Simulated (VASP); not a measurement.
Runs of VASP 6.6.1 on Sc3Te2. The structure is that of space group P-6m2 (No. 187), or close to it. The cells are those of the table. 

```csv
task,spin,cell,k mesh,cutoff (eV),gap on the mesh (eV),pressure (GPa),largest force (eV/Å)
single point,off,"a = 4.795, b = 4.795, c = 5.888 Å, angles 90.0, 90.0, 120.0°, 5 atoms",6 × 6 × 4,520,none,5.3,(a)
single point,"collinear, ferromagnetic start","a = 4.966, b = 4.966, c = 5.974 Å, angles 90.0, 90.0, 120.0°, 5 atoms",6 × 6 × 4,520,none,0.1,-
single point,off,"a = 4.966, b = 4.966, c = 5.974 Å, angles 90.0, 90.0, 120.0°, 5 atoms",6 × 6 × 4,520,none,0.1,-
relaxation of cell and atoms,off,"relaxed from a = 4.795, b = 4.795, c = 5.888 Å, angles 90.0, 90.0, 120.0°, 5 atoms",6 × 6 × 4,600,none,0.1,0.04
single point,off,"a = 4.956, b = 4.956, c = 5.996 Å, angles 90.0, 90.0, 120.0°, 5 atoms",12 × 12 × 6,520,none,0.1,-
```

Alike in all rows: level PBE; potentials or basis VASP PAW PBE potentials, release 64 (Sc_sv, Te); smearing gaussian 0.1 eV.

**Question.** Estimate the missing entries.

**Answer.** (a) 0.70.

Caveats: spin-orbit coupling is left out, which moves the levels of the heavy elements.

A k mesh can miss the band edges, and the runs leave out spin-orbit coupling on Te.

A gap of «none» marks levels without a gap at the run's occupations.
